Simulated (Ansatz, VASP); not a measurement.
**Two plane-wave programs on Sn2H6Pt**

The input INCAR:

```
PREC = Accurate
ENCUT = 520
EDIFF = 1E-6
ISMEAR = 0
SIGMA = 0.1
LREAL = False
LASPH = True
NELM = 60
ALGO = Normal
ISIF = 2
LWAVE = False
LCHARG = False
GGA = PE
NBANDS = 32
```

KPOINTS

```
Automatic mesh
0
Gamma
  4 4 4
```

POSCAR

```
Sn2H6Pt
1.0
    0.0000000000      4.2423483500      4.2423483500
    4.2423483500      0.0000000000      4.2423483500
    4.2423483500      4.2423483500      0.0000000000
Sn H Pt
2 6 1
Direct
    0.2500000000      0.2500000000      0.2500000000
    0.7500000000      0.7500000000      0.7500000000
    0.7500000000      0.2500000000      0.2500000000
    0.2500000000      0.7500000000      0.7500000000
    0.2500000000      0.7500000000      0.2500000000
    0.7500000000      0.2500000000      0.7500000000
    0.2500000000      0.2500000000      0.7500000000
    0.7500000000      0.7500000000      0.2500000000
    0.0000000000      0.0000000000      0.0000000000
```

Input for Ansatz:

```yaml
crystal:
  lattice:
    - [0.0, 4.24234835, 4.24234835]
    - [4.24234835, 0.0, 4.24234835]
    - [4.24234835, 4.24234835, 0.0]
  atoms:
    - { symbol: Sn, position: [0.25, 0.25, 0.25] }
    - { symbol: Sn, position: [0.75, 0.75, 0.75] }
    - { symbol: H, position: [0.75, 0.25, 0.25] }
    - { symbol: H, position: [0.25, 0.75, 0.75] }
    - { symbol: H, position: [0.25, 0.75, 0.25] }
    - { symbol: H, position: [0.75, 0.25, 0.75] }
    - { symbol: H, position: [0.25, 0.25, 0.75] }
    - { symbol: H, position: [0.75, 0.75, 0.25] }
    - { symbol: Pt, position: [0.0, 0.0, 0.0] }
basis:
  ecutwfc: 420
kpoints:
  mp_grid: { grid: [4, 4, 4] }
hamiltonian:
  xc: pbe
scf:
  occupations: { method: gaussian, width: 0.1 }
  lower_state_search: "off"
output:
  forces: true
  stress: true
  eigenvalues: true
```

Change from the starting cell: ordered vacancies on the cation sites of perovskite (Fm-3m, No. 225).

Alike in both runs: task single point; functional PBE; k mesh 4 × 4 × 4; occupations gaussian, width 0.1 eV; no spin polarisation.

|  | VASP | Ansatz |
| --- | --- | --- |
| version | VASP 6.6.1 | Ansatz 0.2.0 |
| potentials or method | VASP PAW PBE potentials, release 64 (Sn_d, H, Pt), cutoff 520 eV | scalar-relativistic, plane waves, PAW |
| valence electrons in the cell | 44 | 52 |

Ansatz gave:

| Property | Result |
| --- | --- |
| gap on the k mesh at the Fermi level (eV) | none |
| pressure (GPa) | -14.2 |

Problem. Which values does VASP return?

Solution. gap on the k mesh at the Fermi level (eV): none; pressure (GPa): -14.3.

A gap of «none» marks a metal or a gap that the smearing closes. VASP's potentials hold 44 valence electrons a cell and Ansatz's 52, so a difference there can come from the potentials and not from the codes.

Neither program's run includes spin-orbit coupling.
